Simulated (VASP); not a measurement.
# Bi: single point with PBE+D3(BJ)

Bi:

```
CELL_PARAMETERS angstrom
-2.02805 2.02805 1.82231
2.02805 -2.02805 1.82231
2.02805 2.02805 -1.82231
ATOMIC_POSITIONS crystal
Bi 0.00000 0.00000 0.00000
```

This cell differs from its parent crystal: strain +e along x and -e along y +0.0000, strain +e along z and -e/2 along x and y -0.0700.

```json
{
  "Program": "VASP 6.6.1",
  "Task": "single point",
  "Functional": "PBE",
  "Dispersion": "D3(BJ)",
  "Potentials or basis": "VASP PAW PBE potentials, release 64 (Bi_d)",
  "Cutoff": "520 eV",
  "k mesh": "16 × 16 × 16",
  "Occupations": "gaussian, width 0.15 eV",
  "Spin": "no spin polarisation"
}
```

The pressure is 0.5 GPa and the dispersion energy per atom is -0.526 eV.

Stress tensor (GPa, compression positive):
```
0.35 0.00 0.00
0.00 0.35 0.00
0.00 0.00 0.72
```

Levels at points of the mesh, in eV from the Fermi level:
```csv
k point,band 4,band 5,band 6,band 7,band 8,band 9,band 10,band 11
"(0.00, 0.00, 0.00)",-23.00,-22.93,-13.82,5.04,5.04,5.84,9.35,10.30
"(0.50, 0.00, 0.00)",-22.94,-22.86,-10.36,-5.24,1.32,2.96,5.68,7.14
"(0.50, 0.50, 0.00)",-22.97,-22.88,-10.87,-5.47,2.51,4.62,7.10,8.86
"(0.50, 0.50, 0.50)",-22.89,-22.86,-8.42,-2.47,-2.47,-0.61,3.04,4.18
```

It took 2 min on 1 thread of Intel Xeon 6975P-C, with other jobs on the host, peak memory 0.27 GiB.

Caveat: the cell differs from its parent crystal (strain +e along x and -e along y +0.0000, strain +e along z and -e/2 along x and y -0.0700); spin-orbit coupling is left out, which moves the levels of the heavy elements; pairwise dispersion overbinds metals, which lowers pressure and volume.
